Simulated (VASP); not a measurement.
# HfS2 (P-3m1) in VASP: further runs, part 2 of 2

VASP 6.6.1.

### Step 4. Phonons, PBE+D3(BJ)

This run uses another cell than the first one, of 19.89 Å³/atom.

File INCAR:

```
PREC     = Accurate       # precision mode
ENCUT    = 500            # plane-wave cutoff, eV
EDIFF    = 1E-8           # SCF threshold, eV
ISMEAR   = 0              # smearing method
SIGMA    = 0.01           # smearing width, eV
LREAL    = F              # projectors in reciprocal space
LASPH    = T              # aspherical terms in the spheres
NELM     = 120            # most SCF steps
ALGO     = Normal         # electronic algorithm
ISIF     = 2              # what is computed and relaxed
LWAVE    = F              # write WAVECAR
LCHARG   = F              # write CHGCAR
GGA      = PE             # functional
IVDW     = 12             # dispersion correction
NBANDS   = 18             # bands
IBRION   = 6              # ionic algorithm
NFREE    = 2            
POTIM    = 0.015          # step
NSW      = 1              # ionic steps
GGA_COMPAT= F
```

File KPOINTS:

```
Automatic mesh
0
Gamma
  12 12 8
```

File POSCAR:

```
HfS2
1.0
    3.5443961245      0.0000000000      0.0000000000
   -1.7721980623      3.0695370849      0.0000000000
    0.0000000000      0.0000000000      5.4858442624
Hf S
1 2
Direct
    0.0000000000      0.0000000000      0.0000000000
    0.6666666667      0.3333333333      0.7325578495
    0.3333333333      0.6666666667      0.2674421505
```

Potentials or basis: VASP PAW PBE potentials, release 64 (Hf_pv, S).

The run is started by

```
$ cat potpaw_PBE.64/Hf_pv/POTCAR potpaw_PBE.64/S/POTCAR > POTCAR
$ mpirun -np 1 vasp_std > vasp.out
```

OUTCAR:

```text
PREC = Accurate
   ENCUT = 500
   EDIFF = 1E-8
   ISMEAR = 0
   LREAL = F
   LASPH = T
   NELM = 120
   ISIF = 2
   GGA = PE
   IVDW = 12
   IBRION = 6
   NFREE = 2
   POTIM = 0.015
   NSW = 1
 IVDW          = 12

 ion  position               nearest neighbor table
   1  0.000  0.000  0.000-   2 2.52   3 2.52   2 2.52   3 2.52   2 2.52   3 2.52
   2  0.667  0.333  0.733-   1 2.52   1 2.52   1 2.52
   3  0.333  0.667  0.267-   1 2.52   1 2.52   1 2.52

  LATTYP: Found a hexagonal cell.
 ALAT       =     3.5443961245
 C/A-ratio  =     1.5477514560

  Lattice vectors:

 A1 = (   3.5443961245,   0.0000000000,   0.0000000000)
 A2 = (  -1.7721980623,   3.0695370849,   0.0000000000)
 A3 = (   0.0000000000,   0.0000000000,   5.4858442624)

Analysis of symmetry for initial positions (statically):
=====================================================================
 Subroutine PRICEL returns:
 Original cell was already a primitive cell.

 Routine SETGRP: Setting up the symmetry group for a
 hexagonal supercell.

 Subroutine GETGRP returns: Found 12 space group operations
 (whereof 12 operations were pure point group operations)
 out of a pool of 24 trial point group operations.

The static configuration has the point symmetry D_3d.

Analysis of symmetry for dynamics (positions and initial velocities):
=====================================================================
 Subroutine PRICEL returns:
 Original cell was already a primitive cell.

 Routine SETGRP: Setting up the symmetry group for a
 hexagonal supercell.

 Subroutine GETGRP returns: Found 12 space group operations
 (whereof 12 operations were pure point group operations)
 out of a pool of 24 trial point group operations.

The dynamic configuration has the point symmetry D_3d.

 Subroutine INISYM returns: Found 12 space group operations
 (whereof 12 operations are pure point group operations),
 and found     1 'primitive' translations

----------------------------------------------------------------------------------------

                                     Primitive cell

  volume of cell :      59.6841

  direct lattice vectors                    reciprocal lattice vectors
     3.544396124  0.000000000  0.000000000     0.282135508  0.162891011  0.000000000
    -1.772198062  3.069537085  0.000000000     0.000000000  0.325782023  0.000000000
     0.000000000  0.000000000  5.485844262     0.000000000  0.000000000  0.182287348

  length of vectors
     3.544396124  3.544396125  5.485844262     0.325782023  0.325782023  0.182287348

  position of ions in fractional coordinates (direct lattice)
     0.000000000  0.000000000  0.000000000
     0.666666667  0.333333333  0.732557849
     0.333333333  0.666666667  0.267442151

  ion indices of the primitive-cell ions
   primitive index   ion index
                 1           1
                 2           2
                 3           3

[... 75 lines left out ...]
   IBRION =      6    ionic relax: 0-MD 1-quasi-New 2-CG
   NFREE  =      2    steps in history (QN), initial steepest desc. (CG)
   ISIF   =      2    stress and relaxation
   ISYM   =      2    0-nonsym 1-usesym 2-fastsym
   POTIM  = 0.0150    time-step for ionic-motion
   TEBEG  =    0.0;   TEEND  =   0.0 temperature during run
   PSTRESS=    0.0 pullay stress
   NELECT =      22.0000    total number of electrons
   NUPDOWN=      -1.0000    fix difference up-down
   EMIN   =  10.00;   EMAX   =-10.00  energy-range for DOS
   EFERMI =   0.00;   METHOD = LEGACY
   ISMEAR =     0;   SIGMA  =   0.01  broadening in eV -4-tet -1-fermi 0-gaus
   EFERMI_NEDOS =   21; number of points for ismear=-14 and -15
   IALGO  =     38    algorithm
   IMIX   =      4    mixing-type and parameters
     AMIX     =   0.40;   BMIX     =  1.00
     AMIX_MAG =   1.60;   BMIX_MAG =  1.00
  volume/ion in A,a.u.               =      19.89       134.26
  Fermi-wavevector in a.u.,A,eV,Ry     =   1.173806  2.218171 18.746374  1.377820
  Thomas-Fermi vector in A             =   2.310213
   LORBIT       =      0    0 simple, 1 ext, 2 COOP (PROOUT), +10 PAW based schemes
   GGA     = PE    functional components
   LHFCALC =     F    Hartree Fock is set to
   AEXX    =    0.0000 exact exchange contribution
   IVDW    =    12    specifies the selected vdW correction
   LEPSILON=     F    determine dielectric tensor
   LRPA    =     F    only Hartree local field effects (RPA)
 finite differences with symmetry
 non-spin polarized calculation
 Gauss-broadening in eV      SIGMA  =   0.01
  energy-cutoff  :      500.00
  volume of cell :       59.68
 maximum number of plane-waves:      1540
 NGX is ok and might be reduce to    28
   NGX = 13   NGY = 13   NGZ = 21

--------------------------------------- Ionic step        1  -------------------------------------------

 number of electron      22.0000003 magnetization

 Free energy of the ion-electron system (eV)
  ---------------------------------------------------
  ext. energy  EPLUGINS =         0.00000000
  ---------------------------------------------------
  free energy    TOTEN  =       -22.71260764 eV

  energy without entropy =      -22.71260764  energy(sigma->0) =      -22.71260764

------------------------ aborting loop because EDIFF is reached ----------------------------------------

 Edisp (eV)   -1.12287

 E8    (eV) :    -0.4859
[... 319 lines left out ...]
--------------------------------------- Ionic step        9  -------------------------------------------

 number of electron      22.0000003 magnetization

 Free energy of the ion-electron system (eV)
  ---------------------------------------------------
  ext. energy  EPLUGINS =         0.00000000
  ---------------------------------------------------
  free energy    TOTEN  =       -22.71007780 eV

  energy without entropy =      -22.71007780  energy(sigma->0) =      -22.71007780

 E-fermi :   4.9928     XC(G=0): -10.3171

 val. band max:        4.9038033142   @ k =   0.0000   0.0000   0.0000
 cond. band min:       5.3044714471   @ k =   0.5000   0.0000   0.5000
 fundamental gap:      0.4006681329
 Fermi energy:         4.9928490936

 k-point     1 :       0.0000    0.0000    0.0000
  band No.  band energies     occupation
      1     -26.1531      2.00000
      2     -26.0227      2.00000
      3     -26.0227      2.00000
      4      -9.0698      2.00000
      5      -6.9056      2.00000
      6      -0.9521      2.00000
[... 481 lines left out ...]
      5      -7.0459      2.00000
      6      -0.4271      2.00000
[... 10 lines left out ...]
     17      11.4757      0.00000
     18      12.2187      0.00000

 [... further k-points ...]

------------------------ aborting loop because EDIFF is reached ----------------------------------------

 Edisp (eV)   -1.12308

 E8    (eV) :    -0.4861
[... 26 lines left out ...]
  FREE ENERGIE OF THE ION-ELECTRON SYSTEM (eV)
  ---------------------------------------------------
  free  energy   TOTEN  =       -23.8331592350 eV

  energy  without entropy=      -23.8331592350  energy(sigma->0) =      -23.83315923

 INTERNAL STRAIN TENSORS FROM DISPLACED ATOMS
 ============================================

 INTERNAL STRAIN TENSOR FOR ION    1 for displacements in x,y,z  (eV/Angst):
          X           Y           Z          XY          YZ          ZX
  --------------------------------------------------------------------------------
  x     0.00000     0.00000     0.00000     0.00000     0.00000     0.00000
  y     0.00000     0.00000     0.00000     0.00000     0.00000     0.00000
  z     0.00000     0.00000     0.00000     0.00000     0.00000     0.00000

 INTERNAL STRAIN TENSOR FOR ION    3 for displacements in x,y,z  (eV/Angst):
          X           Y           Z          XY          YZ          ZX
  --------------------------------------------------------------------------------
  x    -0.00000     0.00000     0.00000     4.00912     0.00000   -11.05217
  y     4.00912    -4.00912     0.00000     0.00000   -11.05218     0.00000
  z   -10.59819   -10.59819   -15.73439     0.00000     0.00000    -0.00000

 Eigenvectors and eigenvalues of the dynamical matrix
 ----------------------------------------------------

   1 f  =   10.597972 THz    66.589020 2PiTHz  353.510282 cm-1    43.829669 meV
             X         Y         Z           dx          dy          dz
      0.000000  0.000000  0.000000    -0.000000    0.000000   -0.000000
      1.772198  1.023179  4.018698    -0.000000    0.000000   -0.707107
     -0.000000  2.046358  1.467146     0.000000   -0.000000    0.707107
[... 43 lines left out ...]
   9 f/i=    0.004512 THz     0.028349 2PiTHz    0.150501 cm-1     0.018660 meV
             X         Y         Z           dx          dy          dz
      0.000000  0.000000  0.000000    -0.088931   -0.852611    0.000000
      1.772198  1.023179  4.018698    -0.037773   -0.362141    0.000000
     -0.000000  2.046358  1.467146    -0.037773   -0.362141    0.000000

 ELASTIC MODULI CONTR FROM IONIC RELAXATION (kBar)
 Direction    XX          YY          ZZ          XY          YZ          ZX
 --------------------------------------------------------------------------------
 XX        -512.6679   -305.7714   -607.5399      0.0000    285.1822     -0.0000
 YY        -305.7714   -512.6679   -607.5399      0.0000   -285.1822      0.0000
 ZZ        -607.5399   -607.5399   -901.9723      0.0000      0.0000     -0.0000
 XY           0.0000      0.0000      0.0000   -103.4482      0.0000    285.1818
 YZ         285.1822   -285.1822      0.0000      0.0000   -786.1793      0.0000
 ZX          -0.0000      0.0000     -0.0000    285.1818      0.0000   -786.1776
 --------------------------------------------------------------------------------
```

Wall time 33 min (1 thread of Oxide Virtual Turin-like, shared host); peak memory 0.88 GiB.

What came out:

```
Highest phonon frequency at Γ, LO-TO splitting left out : 354 cm⁻¹
Dispersion energy per atom                              : -0.374 eV
```

Phonon frequencies in cm⁻¹ (negative: imaginary):
| q point | frequencies |
| --- | --- |
| (0.000, 0.000, 0.000) | 0 0 0 162 162 266 266 317 354 |

Caveat: the cell stands under pressure or tension, which shifts response properties; spin-orbit coupling is left out, which moves the levels of the heavy elements.
